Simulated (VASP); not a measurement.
HfN, 4 atoms in the cell. It takes space group P6_3/mmc (No. 194, hexagonal). Conventional cell: a = 3.134 Å, b = 3.134 Å, c = 5.417 Å, α = 90.00°, β = 90.00°, γ = 120.00°. Hf (site symmetry -6m2) has 6 N at 2.26 Å within 3.0 Å. Within 3.0 Å of N (site symmetry -3m) lie 6 Hf at 2.26 Å and 2 N at 2.71 Å. 

```yaml
Program: VASP 6.6.1
Task: single point
Functional: LDA
Potentials_or_basis: VASP PAW LDA potentials, release 64 (Hf_pv, N)
Cutoff: 520 eV
k_mesh: 9 × 9 × 5
Occupations: methfessel-paxton, width 0.15 eV
Spin: no spin polarisation
Dipole_correction: no
Further_INCAR_settings: ALGO = Normal; EDIFF = 1e-06; NBANDS = 23
```

Potentials or basis: VASP PAW LDA potentials, release 64 (Hf_pv, N).

Run with:

```console
$ cat potpaw_LDA.64/Hf_pv/POTCAR potpaw_LDA.64/N/POTCAR > POTCAR
$ mpirun -np 1 vasp_std > vasp.out
```

Hardware: 1 thread of AMD EPYC 7R13, with other jobs on the host.

Estimate the wall time of this run.

Wall time 62 s on 1 thread of AMD EPYC 7R13, on a shared host, peak memory 0.13 GiB. Counts: scf iterations 13, k points 36.
